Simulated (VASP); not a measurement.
# HfB2 in VASP: a series of runs, part 2 of 2

VASP 6.6.1.

### 3 Single point, PBE

This run uses another cell than the first one: it holds 3 atoms, not 6.

Contents of INCAR:

```
PREC     = Accurate       # precision mode
ENCUT    = 500            # plane-wave cutoff, eV
EDIFF    = 1E-6           # SCF threshold, eV
ISMEAR   = 0              # smearing method
SIGMA    = 0.1            # smearing width, eV
LREAL    = False          # projectors in reciprocal space
LASPH    = True           # aspherical terms in the spheres
NELM     = 120            # most SCF steps
ALGO     = Normal         # electronic algorithm
ISIF     = 2              # what is computed and relaxed
LWAVE    = False          # write WAVECAR
LCHARG   = False          # write CHGCAR
GGA      = PE             # functional
NBANDS   = 15             # bands
GGA_COMPAT= False
```

Contents of KPOINTS:

```
regular mesh
0
Gamma
  18 18 18
```

Contents of POSCAR:

```
HfB2
1.0
   -2.4291294549      2.4291294549      1.5573142023
    2.4291294549     -2.4291294549      1.5573142023
    2.4291294549      2.4291294549     -1.5573142023
Hf B
1 2
Direct
    0.0000000000      0.0000000000      0.0000000000
    0.2500000000      0.7500000000      0.5000000000
    0.7500000000      0.2500000000      0.5000000000
```

Potentials or basis: VASP PAW PBE potentials, release 64 (Hf_pv, B).

The run is started by

```sh
$ cat potpaw_PBE.64/Hf_pv/POTCAR potpaw_PBE.64/B/POTCAR > POTCAR
$ mpirun -np 1 vasp_std > vasp.out
```

OUTCAR:

```text
PREC = Accurate
   ENCUT = 500
   EDIFF = 1E-6
   ISMEAR = 0
   LREAL = False
   LASPH = True
   NELM = 120
   ISIF = 2
   GGA = PE

 ion  position               nearest neighbor table
   1  0.000  0.000  0.000-   3 2.55   2 2.55   2 2.55   3 2.55   2 2.55   3 2.55   3 2.55   2 2.55

   2  0.250  0.750  0.500-   3 1.56   3 1.56   1 2.55   1 2.55   1 2.55   1 2.55
   3  0.750  0.250  0.500-   2 1.56   2 1.56   1 2.55   1 2.55   1 2.55   1 2.55

  LATTYP: Found a body centered tetragonal cell.
 ALAT       =     4.8582589098
 C/A-ratio  =     0.6410997154

  Lattice vectors:

 A1 = (  -2.4291294549,   2.4291294549,   1.5573142023)
 A2 = (   2.4291294549,  -2.4291294549,   1.5573142023)
 A3 = (   2.4291294549,   2.4291294549,  -1.5573142023)

Analysis of symmetry for initial positions (statically):
=====================================================================
 Subroutine PRICEL returns:
 Original cell was already a primitive cell.

 Routine SETGRP: Setting up the symmetry group for a
 body centered tetragonal supercell.

 Subroutine GETGRP returns: Found 16 space group operations
 (whereof 16 operations were pure point group operations)
 out of a pool of 16 trial point group operations.

The static configuration has the point symmetry D_4h.

Analysis of symmetry for dynamics (positions and initial velocities):
=====================================================================
 Subroutine PRICEL returns:
 Original cell was already a primitive cell.

 Routine SETGRP: Setting up the symmetry group for a
 body centered tetragonal supercell.

 Subroutine GETGRP returns: Found 16 space group operations
 (whereof 16 operations were pure point group operations)
 out of a pool of 16 trial point group operations.

The dynamic configuration has the point symmetry D_4h.

 Subroutine INISYM returns: Found 16 space group operations
 (whereof 16 operations are pure point group operations),
 and found     1 'primitive' translations

----------------------------------------------------------------------------------------

                                     Primitive cell

  volume of cell :      36.7568

  direct lattice vectors                    reciprocal lattice vectors
    -2.429129455  2.429129455  1.557314202     0.000000000  0.205835057  0.321065588
     2.429129455 -2.429129455  1.557314202     0.205835057  0.000000000  0.321065588
     2.429129455  2.429129455 -1.557314202     0.205835057  0.205835057  0.000000000

  length of vectors
     3.771812209  3.771812209  3.771812209     0.381380627  0.381380627  0.291094729

  position of ions in fractional coordinates (direct lattice)
     0.000000000  0.000000000  0.000000000
     0.250000000  0.750000000  0.500000000
     0.750000000  0.250000000  0.500000000

  ion indices of the primitive-cell ions
   primitive index   ion index
                 1           1
                 2           2
                 3           3

----------------------------------------------------------------------------------------

 KPOINTS: regular mesh

Automatic generation of k-mesh.
 Grid dimensions read from file:
 generate k-points for:   18   18   18

 Generating k-lattice:
[... 22 lines left out ...]
  0.166667  0.000000 -0.000000      8.000000
  0.222222  0.000000 -0.000000      8.000000
  0.277778  0.000000  0.000000      8.000000
[... 16 lines left out ...]
 -0.277778  0.055556  0.000000     16.000000
 -0.222222  0.055556  0.000000     16.000000
 [... further k-points ...]
   k-points           NKPTS =    480   k-points in BZ     NKDIM =    480   number of bands    NBANDS=     15
   number of dos      NEDOS =    301   number of ions     NIONS =      3
   total plane-waves  NPLWV =  21952
   dimension x,y,z NGX =    28 NGY =   28 NGZ =   28
   dimension x,y,z NGXF=    56 NGYF=   56 NGZF=   56
   ions per type =               1   2
   NGX,Y,Z   is equivalent  to a cutoff of  12.34, 12.34, 12.34 a.u.
   NGXF,Y,Z  is equivalent  to a cutoff of  24.68, 24.68, 24.68 a.u.
 SYSTEM =  unknown system
   PREC   = accura    normal or accurate (medium, high low for compatibility)
   ISTART =      0    job   : 0-new  1-cont  2-samecut
   ICHARG =      2    charge: 1-file 2-atom 10-const
   ISPIN  =      1    spin polarized calculation?
   LNONCOLLINEAR =      F non collinear calculations
   LSORBIT =      F    spin-orbit coupling
   LASPH  =      T    aspherical Exc in radial PAW
   ENCUT  =  500.0 eV  36.75 Ry    6.06 a.u.   6.88  6.88  6.88*2*pi/ulx,y,z
   NELM   =    120;   NELMIN=  2; NELMDL= -5     # of ELM steps
   EDIFF  = 0.1E-05   stopping-criterion for ELM
   LREAL  =      F    real-space projection
   EDIFFG = 0.1E-04   stopping-criterion for IOM
   NSW    =      0    number of steps for IOM
   IBRION =     -1    ionic relax: 0-MD 1-quasi-New 2-CG
   NFREE  =      0    steps in history (QN), initial steepest desc. (CG)
   ISIF   =      2    stress and relaxation
   ISYM   =      2    0-nonsym 1-usesym 2-fastsym
   POTIM  = 0.5000    time-step for ionic-motion
   TEBEG  =    0.0;   TEEND  =   0.0 temperature during run
   PSTRESS=    0.0 pullay stress
   NELECT =      16.0000    total number of electrons
   NUPDOWN=      -1.0000    fix difference up-down
   EMIN   =  10.00;   EMAX   =-10.00  energy-range for DOS
   EFERMI =   0.00;   METHOD = LEGACY
   ISMEAR =     0;   SIGMA  =   0.10  broadening in eV -4-tet -1-fermi 0-gaus
   EFERMI_NEDOS =   21; number of points for ismear=-14 and -15
   IALGO  =     38    algorithm
   IMIX   =      4    mixing-type and parameters
     AMIX     =   0.40;   BMIX     =  1.00
     AMIX_MAG =   1.60;   BMIX_MAG =  1.00
  volume/ion in A,a.u.               =      12.25        82.68
  Fermi-wavevector in a.u.,A,eV,Ry     =   1.240706  2.344595 20.944156  1.539352
  Thomas-Fermi vector in A             =   2.375135
   LORBIT       =      0    0 simple, 1 ext, 2 COOP (PROOUT), +10 PAW based schemes
   GGA     = PE    functional components
   LHFCALC =     F    Hartree Fock is set to
   AEXX    =    0.0000 exact exchange contribution
   IVDW    =     0    specifies the selected vdW correction
   LEPSILON=     F    determine dielectric tensor
   LRPA    =     F    only Hartree local field effects (RPA)
 non-spin polarized calculation
 Gauss-broadening in eV      SIGMA  =   0.10
  energy-cutoff  :      500.00
  volume of cell :       36.76
 maximum number of plane-waves:       958
   NGX = 13   NGY = 13   NGZ = 13

 number of electron      16.0000001 magnetization

 Free energy of the ion-electron system (eV)
  ---------------------------------------------------
  ext. energy  EPLUGINS =         0.00000000
  ---------------------------------------------------
  free energy    TOTEN  =       -23.47974978 eV

  energy without entropy =      -23.47188135  energy(sigma->0) =      -23.47581557

 E-fermi :   5.6604     XC(G=0): -11.4573

 val. band max:        5.6563733673   @ k =   0.2778   0.1667   0.1667
 cond. band min:       5.6609999125   @ k =   0.2222   0.0556   0.0556
 fundamental gap:      0.0046265451
 Fermi energy:         5.6603514211

 k-point     1 :       0.0000    0.0000    0.0000
  band No.  band energies     occupation
      1     -25.4157      2.00000
      2     -25.4157      2.00000
      3     -25.0501      2.00000
      4      -6.5947      2.00000
      5       1.2847      2.00000
      6       3.5374      2.00000
      7       3.5374      2.00000
      8       4.2082      2.00000
      9       4.5141      2.00000
     10       7.2035      0.00000
     11       7.2035      0.00000
     12       8.5352      0.00000
     13      10.9033      0.00000
     14      12.3867      0.00000
[... 401 lines left out ...]
      2     -25.4154      2.00000
      3     -25.1793      2.00000
      4      -5.9189      2.00000
      5       0.5038      2.00000
      6       2.2927      2.00000
      7       2.9115      2.00000
      8       5.4435      1.99783
      9       6.0358      0.00000
     10       6.4142      0.00000
     11       6.5755      0.00000
     12       9.5599      0.00000
     13      11.9356      0.00000
     14      13.3004      0.00000
     15      14.7139      0.00000

 [... further k-points ...]
[... 5 lines left out ...]
  --------------------------------------------------------------------------------------
  -------------------------------------------------------------------------------------
  Total       -0.1136730     -0.1136730     -0.0907172      0.0000000      0.0000000      0.0000000
  in kB       -4.9548466     -4.9548466     -3.9542376      0.0000000      0.0000000      0.0000000
  external PRESSURE =      -4.6213102 kB  Pullay stress =       0.0000000 kB

 VOLUME and BASIS-vectors are now :
 -----------------------------------------------------------------------------
  energy-cutoff  :      500.00
  volume of cell :       36.76
      direct lattice vectors                 reciprocal lattice vectors
    -2.429129455  2.429129455  1.557314202     0.000000000  0.205835057  0.321065588
     2.429129455 -2.429129455  1.557314202     0.205835057  0.000000000  0.321065588
     2.429129455  2.429129455 -1.557314202     0.205835057  0.205835057  0.000000000

 POSITION                                       TOTAL-FORCE (eV/Angst)
 -----------------------------------------------------------------------------------
      0.00000      0.00000      0.00000         0.000000      0.000000      0.000000
      2.42913      0.00000      0.77866         0.000000     -0.000000     -0.000000
      0.00000      2.42913      0.77866        -0.000000      0.000000     -0.000000
 -----------------------------------------------------------------------------------
    total drift:                               -0.000000      0.000000      0.000000

  FREE ENERGIE OF THE ION-ELECTRON SYSTEM (eV)
  ---------------------------------------------------
  free  energy   TOTEN  =       -23.4797497826 eV

  energy  without entropy=      -23.4718813511  energy(sigma->0) =      -23.47581557
```

It took 2.6 min on 1 thread of AMD EPYC 7R13 (Zen 3), shared host; peak memory 0.33 GiB.

Results:

| Property | Result |
| --- | --- |
| Free energy | -23.4797 eV |
| Pressure | -0.5 GPa |
| Band gap on the k mesh | zero (bands 8 and 9 overlap by 3.06 eV) |

Levels at points of the mesh, in eV from the Fermi level:
```
           k point  band 6  band 7  band 8  band 9  band 10  band 11
(0.00, 0.00, 0.00)   -2.12   -2.12   -1.45   -1.15     1.54     1.54
(0.50, 0.00, 0.00)   -3.50   -2.75   -0.75    0.08     1.61     3.04
(0.50, 0.50, 0.00)   -4.19   -4.02   -1.01    1.01     3.22     4.18
(0.50, 0.50, 0.50)   -4.67   -4.67   -1.40    3.31     3.31     3.92
```

Caveat: spin-orbit coupling is left out, which moves the levels of the heavy elements.
